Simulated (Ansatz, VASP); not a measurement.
F in VASP and in Ansatz

INCAR

```
SYSTEM = F
PREC = Accurate ; ENCUT = 520
EDIFF = 1E-7 ; ISMEAR = 0
SIGMA = 0.05 ; LREAL = .FALSE.
LASPH = .TRUE. ; NELM = 100
ALGO = Normal ; ISIF = 2
LWAVE = .FALSE. ; LCHARG = .TRUE.
GGA = PS ; LELF = .TRUE.
LVHAR = .TRUE. ; NBANDS = 22
```

File KPOINTS:

```
Automatic mesh
0
G
  4 4 2
  0 0 0
```

Contents of POSCAR:

```
F
1.0
    3.1291544055     -1.7984322814     -0.2413473825
    3.1291544055      1.7984322814     -0.2413473825
   -2.3528850754      0.0000000000      7.2022286687
F
4
Direct
    0.0848459664      0.0848459664      0.1019959513
    0.9151540336      0.9151540336      0.8980040487
    0.5015719855      0.5015719855      0.5937195244
    0.4984280145      0.4984280145      0.4062804756
```

Input for Ansatz:

```yaml
crystal:
  lattice:
    - [3.1291544055, -1.7984322814, -0.2413473825]
    - [3.1291544055, 1.7984322814, -0.2413473825]
    - [-2.3528850754, 0.0, 7.2022286687]
  atoms:
    - { symbol: F, position: [0.0848459664, 0.0848459664, 0.1019959513] }
    - { symbol: F, position: [0.9151540336, 0.9151540336, 0.8980040487] }
    - { symbol: F, position: [0.5015719855, 0.5015719855, 0.5937195244] }
    - { symbol: F, position: [0.4984280145, 0.4984280145, 0.4062804756] }
basis:
  ecutwfc: 520.0
kpoints:
  mp_grid: { grid: [4, 4, 2] }
hamiltonian:
  xc: pbesol
scf:
  occupations: { method: gaussian, width: 0.05 }
output:
  forces: true
  stress: true
  eigenvalues: true
```

Alike in both runs: task single point; functional PBEsol; k mesh 4 × 4 × 2; occupations gaussian, width 0.05 eV; no spin polarisation.

|  | VASP | Ansatz |
| --- | --- | --- |
| version | VASP 6.6.1 | Ansatz 0.2.0 |
| potentials or method | VASP PAW PBE potentials, release 64 (F), cutoff 520 eV | scalar-relativistic, plane waves, PAW |
| valence electrons in the cell | 28 | 28 |

Ansatz gave:

| Quantity | Value |
| --- | --- |
| gap on the k mesh at the Fermi level (eV) | 2.20 |
| least direct gap on the mesh (eV) | 2.28 |
| pressure (GPa) | -3.3 |
| traceless stress, the component that is largest in VASP (GPa) | -5.10 |
| rms of the force components (eV/Å) | 1.102 |

Task: Estimate VASP's values.

Result: gap on the k mesh at the Fermi level (eV): 2.14; least direct gap on the mesh (eV): 2.23; pressure (GPa): -3.2; traceless stress, the component that is largest in VASP (GPa): -4.00; rms of the force components (eV/Å): 0.985.

VASP's potentials were made for PBE, not for PBEsol. Atom by atom the forces differ by 0.194 eV/Å (rms over components).

The k mesh is coarse, so the values compare programs but aren't converged.
